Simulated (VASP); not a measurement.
Input of a VASP 6.6.1 run:

The input INCAR:

```
PREC = Accurate
ENCUT = 520
EDIFF = 1E-6
ISMEAR = 0
SIGMA = 0.05
LREAL = False
LASPH = True
NELM = 60
ALGO = Normal
ISIF = 2
LWAVE = False
LCHARG = False
LDIPOL = True
IDIPOL = 3
DIPOL = 0.5 0.5 0.500
GGA = PE
IVDW = 12
NBANDS = 48
```

File KPOINTS:

```
Automatic mesh
0
Gamma
  21 21 1
```

POSCAR

```
InSe
1.0
    3.9999993000      0.0000000000      0.0000000000
   -1.9999996500      3.4641010100      0.0000000000
    0.0000000000      0.0000000000     33.6684469717
Se In
4 4
Direct
    0.0000000000      0.0000000000      0.2959069371
    0.0000000000      0.0000000000      0.4562988166
    0.6666666667      0.3333333333      0.5437268022
    0.6666666667      0.3333333333      0.7040706509
    0.6666666667      0.3333333333      0.3347122384
    0.6666666667      0.3333333333      0.4175975819
    0.3333333333      0.6666666666      0.5823754034
    0.3333333333      0.6666666666      0.6652621694
```

Potentials or basis: VASP PAW PBE potentials, release 64 (Se, In_d).

Launch:

```bash
$ cat potpaw_PBE.64/Se/POTCAR potpaw_PBE.64/In_d/POTCAR > POTCAR
$ mpirun -np 1 vasp_std > vasp.out
```

What does it give for the largest force?

0.035 eV/Å.

Estimate the dispersion energy per atom.

-0.264 eV.

Predict the band gap on the k mesh.

1.14 eV (least direct gap 1.21 eV).

Forces on the atoms (eV/Å):
```
Se   0.000  0.000 -0.035
Se   0.000  0.000  0.027
Se   0.000  0.000 -0.026
Se   0.000  0.000  0.035
In   0.000  0.000  0.026
In   0.000  0.000 -0.030
In   0.000  0.000  0.030
In   0.000  0.000 -0.026
```

Caveat: spin-orbit coupling is left out, which moves the levels of the heavy elements.
